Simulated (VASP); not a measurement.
A run of VASP 6.6.1 is set up as follows.

File INCAR:

```
SYSTEM = CuI
ALGO = Normal ; EDIFF = 1E-6
ENCUT = 520 ; GGA = PE
ISIF = 2 ; ISMEAR = 0
LASPH = .TRUE. ; LCHARG = .FALSE.
LREAL = .FALSE. ; LWAVE = .FALSE.
NBANDS = 16 ; NELM = 100
PREC = Accurate ; SIGMA = 0.05
```

KPOINTS

```
k-points
0
G
  8 8 8
  0 0 0
```

POSCAR

```
CuI
1.0
    0.0000000000      3.4604645949      3.0672439239
    3.0672439239      0.0000000000      3.0672439239
    3.0672439239      3.4604645949      0.0000000000
Cu I
1 1
Direct
    0.7500000000      0.7500000000      0.7500000000
    0.0000000000      0.0000000000      0.0000000000
```

Potentials or basis: VASP PAW PBE potentials, release 64 (Cu, I).

Command:

```console
$ cat potpaw_PBE.64/Cu/POTCAR potpaw_PBE.64/I/POTCAR > POTCAR
$ mpirun -np 1 vasp_std > vasp.out
```

Problem. What does it give for the pressure?

Solution. -3.9 GPa.

Problem. Predict the band gap on the k mesh.

Solution. 0.72 eV, direct.

Stress tensor (GPa, compression positive):
```
-3.10  0.00  0.00
 0.00 -5.51  0.00
 0.00  0.00 -3.10
```

Caveat: spin-orbit coupling is left out, which moves the levels of the heavy elements.
